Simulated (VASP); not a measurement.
# CaS (Fm-3m) in VASP: vibrations by perturbation theory with PBE

Aim: the vibrations by perturbation theory of CaS with PBE.

Program: VASP 6.6.1. These are calculated values, not measurements. Logs are shortened: lines on timing, memory, paths and dates and some standing lists are left out, and cuts for length are marked.

## 1. The cell of the first run

Symmetry: Fm-3m, No. 225, cubic system. Conventional cell: a = 5.089 Å, b = 5.089 Å, c = 5.089 Å, α = 90.00°, β = 90.00°, γ = 90.00°. Ca (site symmetry m-3m) has 6 S at 2.54 Å within 3.4 Å. Within 3.4 Å of S (site symmetry m-3m) lie 6 Ca at 2.54 Å.

## 2. Vibrations by perturbation theory, PBE

INCAR

```
PREC = Accurate ; ENCUT = 500
EDIFF = 1E-8 ; ISMEAR = 0
SIGMA = 0.01 ; LREAL = False
LASPH = True ; NELM = 120
ALGO = Normal ; ISIF = 2
LWAVE = False ; LCHARG = True
GGA = PE ; NBANDS = 15
IBRION = 8 ; NSW = 1
LEPSILON = True ; GGA_COMPAT = False
```

KPOINTS

```
regular mesh
0
Gamma
  10 10 10
```

POSCAR

```
CaS
1.0
    0.0000000000      2.5444332185      2.5444332185
    2.5444332185      0.0000000000      2.5444332185
    2.5444332185      2.5444332185      0.0000000000
Ca S
1 1
Direct
    0.0000000000      0.0000000000      0.0000000000
    0.5000000000      0.5000000000      0.5000000000
```

Potentials or basis: VASP PAW PBE potentials, release 64 (Ca_sv, S).

Command:

```console
$ cat potpaw_PBE.64/Ca_sv/POTCAR potpaw_PBE.64/S/POTCAR > POTCAR
$ mpirun -np 1 vasp_std > vasp.out
```

OUTCAR:

```text
PREC = Accurate
   ENCUT = 500
   EDIFF = 1E-8
   ISMEAR = 0
   LREAL = False
   LASPH = True
   NELM = 120
   ISIF = 2
   GGA = PE
   IBRION = 8
   NSW = 1
   LEPSILON = True

 ion  position               nearest neighbor table
   1  0.000  0.000  0.000-   2 2.54   2 2.54   2 2.54   2 2.54   2 2.54   2 2.54
   2  0.500  0.500  0.500-   1 2.54   1 2.54   1 2.54   1 2.54   1 2.54   1 2.54

  LATTYP: Found a face centered cubic cell.
 ALAT       =     5.0888664370

  Lattice vectors:

 A1 = (   0.0000000000,   2.5444332185,   2.5444332185)
 A2 = (   2.5444332185,   0.0000000000,   2.5444332185)
 A3 = (   2.5444332185,   2.5444332185,   0.0000000000)

Analysis of symmetry for initial positions (statically):
=====================================================================
 Subroutine PRICEL returns:
 Original cell was already a primitive cell.

 Routine SETGRP: Setting up the symmetry group for a
 face centered cubic supercell.

 Subroutine GETGRP returns: Found 48 space group operations
 (whereof 48 operations were pure point group operations)
 out of a pool of 48 trial point group operations.

The static configuration has the point symmetry O_h .

Analysis of symmetry for dynamics (positions and initial velocities):
=====================================================================
 Subroutine PRICEL returns:
 Original cell was already a primitive cell.

 Routine SETGRP: Setting up the symmetry group for a
 face centered cubic supercell.

 Subroutine GETGRP returns: Found 48 space group operations
 (whereof 48 operations were pure point group operations)
 out of a pool of 48 trial point group operations.

The dynamic configuration has the point symmetry O_h .

 Subroutine INISYM returns: Found 48 space group operations
 (whereof 48 operations are pure point group operations),
 and found     1 'primitive' translations

----------------------------------------------------------------------------------------

                                     Primitive cell

  volume of cell :      32.9460

  direct lattice vectors                    reciprocal lattice vectors
     0.000000000  2.544433219  2.544433219    -0.196507417  0.196507417  0.196507417
     2.544433219  0.000000000  2.544433219     0.196507417 -0.196507417  0.196507417
     2.544433219  2.544433219  0.000000000     0.196507417  0.196507417 -0.196507417

  length of vectors
     3.598371966  3.598371966  3.598371966     0.340360831  0.340360831  0.340360831

  position of ions in fractional coordinates (direct lattice)
     0.000000000  0.000000000  0.000000000
     0.500000000  0.500000000  0.500000000

  ion indices of the primitive-cell ions
   primitive index   ion index
                 1           1
                 2           2

----------------------------------------------------------------------------------------

 KPOINTS: regular mesh

Automatic generation of k-mesh.
 Grid dimensions read from file:
 generate k-points for:   10   10   10

 Generating k-lattice:

  Cartesian coordinates                     Fractional coordinates (reciprocal lattice)
    -0.019650742  0.019650742  0.019650742     0.100000000  0.000000000  0.000000000
     0.019650742 -0.019650742  0.019650742     0.000000000  0.100000000  0.000000000
     0.019650742  0.019650742 -0.019650742     0.000000000  0.000000000  0.100000000

  Length of vectors
     0.034036083  0.034036083  0.034036083

  Shift w.r.t. Gamma in fractional coordinates (k-lattice)
     0.000000000  0.000000000  0.000000000

 Subroutine IBZKPT returns following result:
 ===========================================

 Found     47 irreducible k-points:

 Following reciprocal coordinates:
            Coordinates               Weight
  0.000000  0.000000  0.000000      1.000000
[... 537 lines left out ...]
  volume of cell :       32.95
      direct lattice vectors                 reciprocal lattice vectors
     0.000000000  2.544433219  2.544433219    -0.196507417  0.196507417  0.196507417
     2.544433219  0.000000000  2.544433219     0.196507417 -0.196507417  0.196507417
     2.544433219  2.544433219  0.000000000     0.196507417  0.196507417 -0.196507417

 POSITION                                       TOTAL-FORCE (eV/Angst)
 -----------------------------------------------------------------------------------
      0.00000      0.00000      0.00000        -0.000000      0.000000      0.000000
      2.54443      2.54443      2.54443         0.000000     -0.000000     -0.000000
 -----------------------------------------------------------------------------------
    total drift:                                0.000000      0.000000      0.000000

  FREE ENERGIE OF THE ION-ELECTRON SYSTEM (eV)
  ---------------------------------------------------
  free  energy   TOTEN  =        -9.0628984649 eV

  energy  without entropy=       -9.0628984649  energy(sigma->0) =       -9.06289846

 HEAD OF MICROSCOPIC STATIC DIELECTRIC TENSOR (INDEPENDENT PARTICLE, excluding Hartree and local field effects)
 ------------------------------------------------------
           7.320279    -0.000000    -0.000000
          -0.000000     7.320279    -0.000000
           0.000000     0.000000     7.320279
 ------------------------------------------------------

 Free energy of the ion-electron system (eV)
  ---------------------------------------------------
  ---------------------------------------------------
  free energy    TOTEN  =        -0.56091254 eV

  energy without entropy =       -0.56091254

------------------------ aborting loop because EDIFF is reached ----------------------------------------

--------------------------------------- Ionic step        2  -------------------------------------------

------------------------ aborting loop because EDIFF is reached ----------------------------------------

--------------------------------------- Ionic step        3  -------------------------------------------

------------------------ aborting loop because EDIFF is reached ----------------------------------------

 PIEZOELECTRIC TENSOR FIELD DIRECTION 3  (e Angst)
 -----------------------------------------------------------------------------
    -0.00045  0.00000  0.00000           (  0.00001  0.00000  0.00000)
     0.00000 -0.00045  0.00000           (  0.00000  0.00001  0.00000)
     0.00000 -0.00000 -0.00255           (  0.00000  0.00000  0.00002)

 PIEZOELECTRIC TENSOR FIELD DIRECTION 3  (C/m^2)
 -----------------------------------------------------------------------------
    -0.00022  0.00000  0.00000
     0.00000 -0.00022  0.00000
     0.00000 -0.00000 -0.00124

--------------------------------------- Ionic step        4  -------------------------------------------

------------------------ aborting loop because EDIFF is reached ----------------------------------------

[... ionic steps 5 to 6 ...]

--------------------------------------- Ionic step        7  -------------------------------------------

 Free energy of the ion-electron system (eV)
  ---------------------------------------------------
  ---------------------------------------------------
  free energy    TOTEN  =        -0.10888419 eV

  energy without entropy =       -0.10888419

------------------------ aborting loop because EDIFF is reached ----------------------------------------

 INTERNAL STRAIN TENSOR  FOR ION    2  DIRECTION 1   (eV/Angst):
 -----------------------------------------------------------------------------
    -0.00082 -0.00000  0.00000
     0.00000  0.00022 -0.00000
     0.00000 -0.00000  0.00022

 MACROSCOPIC STATIC DIELECTRIC TENSOR (including local field effects in DFT)
 ------------------------------------------------------
           6.711857    -0.000000     0.000000
          -0.000000     6.711857     0.000000
           0.000000     0.000000     6.711857
 ------------------------------------------------------

 PIEZOELECTRIC TENSOR (including local field effects)  for field in x, y, z        (e  Angst)
          XX          YY          ZZ          XY          YZ          ZX
  --------------------------------------------------------------------------------
  x     0.00000     0.00000     0.00000     0.00000     0.00000     0.00000
  y     0.00000     0.00000     0.00000     0.00000     0.00000     0.00000
  z     0.00000     0.00000     0.00000     0.00000     0.00000     0.00000

 PIEZOELECTRIC TENSOR (including local field effects)  for field in x, y, z        (C/m^2)
          XX          YY          ZZ          XY          YZ          ZX
  --------------------------------------------------------------------------------
  x     0.00000     0.00000     0.00000     0.00000     0.00000     0.00000
  y     0.00000     0.00000     0.00000     0.00000     0.00000     0.00000
  z     0.00000     0.00000     0.00000     0.00000     0.00000     0.00000

 BORN EFFECTIVE CHARGES (including local field effects) (in |e|, cummulative output)
 ---------------------------------------------------------------------------------
 ion    1
    1     2.40893    -0.00000     0.00000
    2     0.00000     2.40893     0.00000
    3    -0.00000     0.00000     2.40893
 ion    2
    1    -2.40893     0.00000    -0.00000
    2    -0.00000    -2.40893    -0.00000
    3     0.00000    -0.00000    -2.40893

 INTERNAL STRAIN TENSOR FOR ION    2 for displacements in x,y,z  (eV/Angst):
          X           Y           Z          XY          YZ          ZX
  --------------------------------------------------------------------------------
  x     0.00000     0.00000     0.00000     0.00000     0.00000     0.00000
  y     0.00000     0.00000     0.00000     0.00000     0.00000     0.00000
  z     0.00000     0.00000     0.00000     0.00000     0.00000     0.00000

 SECOND DERIVATIVES (NOT SYMMETRIZED)
 ------------------------------------
               1X          1Y          1Z          2X          2Y          2Z
  1X   -10.143006    0.000000    0.000000   10.143006    0.000000    0.000000
  1Y     0.000000  -10.143006    0.000000    0.000000   10.143006    0.000000
  1Z     0.000000    0.000000  -10.143006    0.000000    0.000000   10.143006
  2X    10.138721    0.000000    0.000000  -10.138721    0.000000    0.000000
  2Y     0.000000   10.138721    0.000000    0.000000  -10.138721    0.000000
  2Z     0.000000    0.000000   10.138721    0.000000    0.000000  -10.138721

 Eigenvectors and eigenvalues of the dynamical matrix
 ----------------------------------------------------

   1 f  =   11.795267 THz    74.111850 2PiTHz  393.447767 cm-1    48.781284 meV
             X         Y         Z           dx          dy          dz
      0.000000  0.000000  0.000000     0.000000    0.666766    0.000000
      2.544433  2.544433  2.544433     0.000000   -0.745267    0.000000
[... 21 lines left out ...]
   6 f/i=    0.001238 THz     0.007781 2PiTHz    0.041308 cm-1     0.005122 meV
             X         Y         Z           dx          dy          dz
      0.000000  0.000000  0.000000     0.000000    0.000000    0.745267
      2.544433  2.544433  2.544433     0.000000    0.000000    0.666766

--------------------------------------------------------------------------------------------------------

 MACROSCOPIC STATIC DIELECTRIC TENSOR IONIC CONTRIBUTION
 ------------------------------------------------------
           3.142943    -0.000000    -0.000000
          -0.000000     3.142943     0.000000
          -0.000000     0.000000     3.142943
 ------------------------------------------------------

 ELASTIC MODULI CONTR FROM IONIC RELAXATION (kBar)
 Direction    XX          YY          ZZ          XY          YZ          ZX
 --------------------------------------------------------------------------------
 XX           0.0000      0.0000      0.0000      0.0000      0.0000      0.0000
 YY           0.0000      0.0000      0.0000      0.0000      0.0000      0.0000
 ZZ           0.0000      0.0000      0.0000      0.0000      0.0000      0.0000
 XY           0.0000      0.0000      0.0000      0.0000      0.0000      0.0000
 YZ           0.0000      0.0000      0.0000      0.0000      0.0000      0.0000
 ZX           0.0000      0.0000      0.0000      0.0000      0.0000      0.0000
 --------------------------------------------------------------------------------

 PIEZOELECTRIC TENSOR IONIC CONTR  for field in x, y, z        (C/m^2)
          XX          YY          ZZ          XY          YZ          ZX
  --------------------------------------------------------------------------------
  x     0.00000     0.00000     0.00000     0.00000     0.00000     0.00000
  y     0.00000     0.00000     0.00000     0.00000     0.00000     0.00000
  z     0.00000     0.00000     0.00000     0.00000     0.00000     0.00000
```

Wall time 19 min (1 thread of Intel Xeon Platinum 8375C at 2.90GHz (Ice Lake), shared host); peak memory 0.26 GiB.

What came out:

| Quantity | Value |
| --- | --- |
| Electronic dielectric tensor (diagonal) | 6.71 |
| Born charges (mean of the diagonal) | Ca +2.41; S -2.41 e |
| Highest phonon frequency at Γ, LO-TO splitting left out | 393 cm⁻¹ |

Phonon frequencies in cm⁻¹ (negative: imaginary):
```csv
q point,frequencies
"(0.000, 0.000, 0.000)",0 0 0 393 393 393
```

Electronic dielectric tensor:
```
6.71 0.00 0.00
0.00 6.71 0.00
0.00 0.00 6.71
```

Born effective charge tensors (e):
atom 1, Ca
```
2.41 0.00 0.00
0.00 2.41 0.00
0.00 0.00 2.41
```
atom 2, S
```
-2.41  0.00  0.00
 0.00 -2.41  0.00
 0.00  0.00 -2.41
```

Caveat: the cell stands under pressure or tension, which shifts response properties.
